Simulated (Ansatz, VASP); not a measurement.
# Two plane-wave programs on Ti2Al6H

INCAR

```
  PREC = Accurate
  ENCUT = 520
  EDIFF = 1E-7
  ISMEAR = 0
  SIGMA = 0.1
  LREAL = F
  LASPH = T
  NELM = 80
  ALGO = Normal
  ISIF = 2
  LWAVE = F
  LCHARG = T
  LDIPOL = T
  IDIPOL = 3
  DIPOL = 0.5 0.5 0.312
  GGA = PE
  IVDW = 12
  LELF = T
  LVHAR = T
  LVACPOTAV = T
  NBANDS = 32
```

Contents of KPOINTS:

```
Automatic mesh
0
Gamma
  6 6 1
```

The input POSCAR:

```
Ti2Al6H
1.0
    5.0241861190      0.0000000000      0.0000000000
    2.1588814530      4.5367033218      0.0000000000
    0.0000000000      0.0000000000     21.2187109014
Al Ti H
6 2 1
Direct
    0.5000000000      0.0000000000      0.1885128658
    0.0000000000      0.5000000000      0.1885128658
    0.0000000000      0.0000000000      0.2517328341
    0.0000000000      0.5000000000      0.3193548961
    0.5000000000      0.0000000000      0.3193548961
    0.5000000000      0.5000000000      0.3826203646
    0.5000000000      0.5000000000      0.2517328341
    0.0000000000      0.0000000000      0.3797002555
    0.6666666667      1.0000000000      0.5287178356
```

Input for Ansatz:

```yaml
crystal:
  lattice:
    - [5.024186119, 0.0, 0.0]
    - [2.158881453, 4.5367033218, 0.0]
    - [0.0, 0.0, 21.2187109014]
  atoms:
    - { symbol: Al, position: [0.5, 0.0, 0.1885128658] }
    - { symbol: Al, position: [0.0, 0.5, 0.1885128658] }
    - { symbol: Ti, position: [0.5, 0.5, 0.2517328341] }
    - { symbol: Al, position: [0.0, 0.0, 0.2517328341] }
    - { symbol: Al, position: [0.0, 0.5, 0.3193548961] }
    - { symbol: Al, position: [0.5, 0.0, 0.3193548961] }
    - { symbol: Ti, position: [0.0, 0.0, 0.3797002555] }
    - { symbol: Al, position: [0.5, 0.5, 0.3826203646] }
    - { symbol: H, position: [0.6666666667, 1.0, 0.5287178356] }
basis:
  ecutwfc: 420
kpoints:
  mp_grid: { grid: [6, 6, 1] }
hamiltonian:
  xc: pbe
  pseudopotentials: { kind: paw, azcp: { folder: soft_1 } }
  dispersion: d3bj
scf:
  occupations: { method: gaussian, width: 0.1 }
output:
  forces: true
  eigenvalues: true
efield:
  axis: 3
  dipole_correction: true
  ramp_width: 0.04
```

Alike in both runs: task single point; functional PBE; dispersion D3(BJ); k mesh 6 × 6 × 1; occupations gaussian, width 0.1 eV; no spin polarisation.

```csv
,VASP,Ansatz
version,VASP 6.6.1,Ansatz 0.2.0
potentials or method,"VASP PAW PBE potentials, release 64 (Al, Ti_sv, H), cutoff 520 eV","scalar-relativistic, plane waves, PAW"
valence electrons in the cell,43,43
```

|  | VASP | Ansatz | Ansatz less VASP |
| --- | --- | --- | --- |
| gap on the k mesh at the Fermi level (eV) | none | none | - |
| rms of the force components (eV/Å) | 0.301 | 0.301 | -0.0002 |
| work function, face that differs most (eV) | 4.19 | 4.19 | -0.003 |

A gap of «none» marks a metal or a gap that the smearing closes.
